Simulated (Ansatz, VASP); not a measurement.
**One calculation of Hf4Te, two programs**

INCAR

```
SYSTEM = Hf4Te
PREC = Accurate ; ENCUT = 600
EDIFF = 1E-7 ; ISMEAR = 0
SIGMA = 0.1 ; LREAL = .FALSE.
LASPH = .TRUE. ; NELM = 80
ALGO = Fast ; ISIF = 3
LWAVE = .FALSE. ; LCHARG = .FALSE.
GGA = PE ; IBRION = 2
NSW = 90 ; EDIFFG = -0.04
```

Contents of KPOINTS:

```
regular mesh
0
G
  4 4 4
  0 0 0
```

POSCAR

```
Hf4Te
1.0
    0.0000000000      5.3231056300      5.3231056300
    5.3231056300      0.0000000000      5.3231056300
    5.3231056300      5.3231056300      0.0000000000
Hf Te
8 2
Direct
    0.3761259900      0.3761259900      0.3761259900
    0.3761259900      0.3761259900      0.8716220300
    0.3761259900      0.8716220300      0.3761259900
    0.8738740100      0.8738740100      0.3783779700
    0.8738740100      0.8738740100      0.8738740100
    0.8716220300      0.3761259900      0.3761259900
    0.8738740100      0.3783779700      0.8738740100
    0.3783779700      0.8738740100      0.8738740100
    0.0000000000      0.0000000000      0.0000000000
    0.2500000000      0.2500000000      0.2500000000
```

Input for Ansatz:

```yaml
crystal:
  lattice:
    - [0.0, 5.32310563, 5.32310563]
    - [5.32310563, 0.0, 5.32310563]
    - [5.32310563, 5.32310563, 0.0]
  atoms:
    - { symbol: Hf, position: [0.37612599, 0.37612599, 0.37612599] }
    - { symbol: Hf, position: [0.37612599, 0.37612599, 0.87162203] }
    - { symbol: Hf, position: [0.37612599, 0.87162203, 0.37612599] }
    - { symbol: Hf, position: [0.87387401, 0.87387401, 0.37837797] }
    - { symbol: Hf, position: [0.87387401, 0.87387401, 0.87387401] }
    - { symbol: Hf, position: [0.87162203, 0.37612599, 0.37612599] }
    - { symbol: Hf, position: [0.87387401, 0.37837797, 0.87387401] }
    - { symbol: Hf, position: [0.37837797, 0.87387401, 0.87387401] }
    - { symbol: Te, position: [0.0, 0.0, 0.0] }
    - { symbol: Te, position: [0.25, 0.25, 0.25] }
basis:
  ecutwfc: 420
kpoints:
  mp_grid: { grid: [4, 4, 4] }
hamiltonian:
  xc: pbe
scf:
  occupations: { method: gaussian, width: 0.1 }
  lower_state_search: "off"
output:
  forces: true
  stress: true
  eigenvalues: true
relax:
  adjacent_minimum: "off"
  f_tol: 0.04
  max_steps: 70
  cell: { stress_tol: 0.4 }
```

Change from the starting cell: species swapped into the Ba4Rh type (Fd-3m, No. 227).

Alike in both runs: task relaxation of cell and atoms; functional PBE; k mesh 4 × 4 × 4; occupations gaussian, width 0.1 eV; no spin polarisation.

|  | VASP | Ansatz |
| --- | --- | --- |
| version | VASP 6.6.1 | Ansatz 0.2.0 |
| potentials or method | VASP PAW PBE potentials, release 64 (Hf_pv, Te), cutoff 600 eV | scalar-relativistic, plane waves, PAW |
| valence electrons in the cell | 92 | 240 |

```tsv
	VASP	Ansatz	Ansatz less VASP
gap on the k mesh at the Fermi level, each at its own relaxed structure (eV)	none	none	-
relaxed volume (Å³/atom)	28.06	28.11	+0.051
relaxed cell length with the largest relative difference (Å)	7.348	7.353	+0.0044
```

A gap of «none» marks a metal or a gap that the smearing closes. VASP's potentials hold 92 valence electrons a cell and Ansatz's 240, so a difference there can come from the potentials and not from the codes.

Spin-orbit coupling is off throughout.
